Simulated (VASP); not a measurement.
Input of a VASP 6.6.1 run:

The input INCAR:

```
SYSTEM = Pd
ALGO = Fast ; EDIFF = 1E-7
ENCUT = 520 ; GGA = PE
ISIF = 2 ; ISMEAR = 0
LASPH = .True. ; LCHARG = .False.
LREAL = .False. ; LWAVE = .False.
NBANDS = 28 ; NELM = 100
PREC = Accurate ; SIGMA = 0.15
```

KPOINTS

```
k-points
0
Gamma
  24 24 6
  0 0 0
```

File POSCAR:

```
Pd
1.0
    2.8177946289      0.0000000000      0.0000000000
   -1.4088973145      2.4402817313      0.0000000000
    0.0000000000      0.0000000000      8.9322681025
Pd
4
Direct
    0.0000000000      0.0000000000      0.0000000000
    0.3333333333      0.6666666667      0.2500000000
    0.0000000000      0.0000000000      0.5000000000
    0.6666666667      0.3333333333      0.7500000000
```

Potentials or basis: VASP PAW PBE potentials, release 64 (Pd).

Launch:

```sh
$ cat potpaw_PBE.64/Pd/POTCAR > POTCAR
$ mpirun -np 1 vasp_std > vasp.out
```

Estimate the pressure.

0.0 GPa.

What does it give for the band gap on the k mesh?

Zero (bands 20 and 21 overlap by 0.87 eV).

Stress tensor (GPa, compression positive):
```
-1.60  0.00  0.00
 0.00 -1.60  0.00
 0.00  0.00  3.32
```
